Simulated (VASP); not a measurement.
A run of VASP 6.6.1 is set up as follows.

File INCAR:

```
PREC     = Accurate       # precision mode
ENCUT    = 520            # plane-wave cutoff, eV
EDIFF    = 1E-6           # SCF threshold, eV
ISMEAR   = -1             # smearing method
SIGMA    = 0.05           # smearing width, eV
LREAL    = False          # projectors in reciprocal space
LASPH    = True           # aspherical terms in the spheres
NELM     = 150            # most SCF steps
ALGO     = Normal         # electronic algorithm
ISIF     = 2              # what is computed and relaxed
LWAVE    = False          # write WAVECAR
LCHARG   = True           # write CHGCAR
ISPIN    = 2              # spin polarisation
MAGMOM   = 2 1            # initial moments
LORBIT   = 11             # projections on sites
LMAXMIX  = 4              # l up to which the mixer works
GGA      = CA             # functional
LELF     = True           # ELF
LVHAR    = True         
NBANDS   = 22             # bands
```

Contents of KPOINTS:

```
Automatic mesh
0
Gamma
  9 9 9
```

Contents of POSCAR:

```
TiCo
1.0
    3.0058871358      0.0000000000      0.0000000000
    0.0000000000      3.0058871358      0.0000000000
    0.0000000000      0.0000000000      3.0058871358
Co Ti
1 1
Direct
    0.5000000000      0.5000000000      0.5000000000
    0.0000000000      0.0000000000      0.0000000000
```

Potentials or basis: VASP PAW LDA potentials, release 64 (Co, Ti_sv).

Launch:

```sh
$ cat potpaw_LDA.64/Co/POTCAR potpaw_LDA.64/Ti_sv/POTCAR > POTCAR
$ mpirun -np 1 vasp_std > vasp.out
```

Estimate the net moment.

0.46 μB per cell.

What does it give for the pressure?

-17.7 GPa.
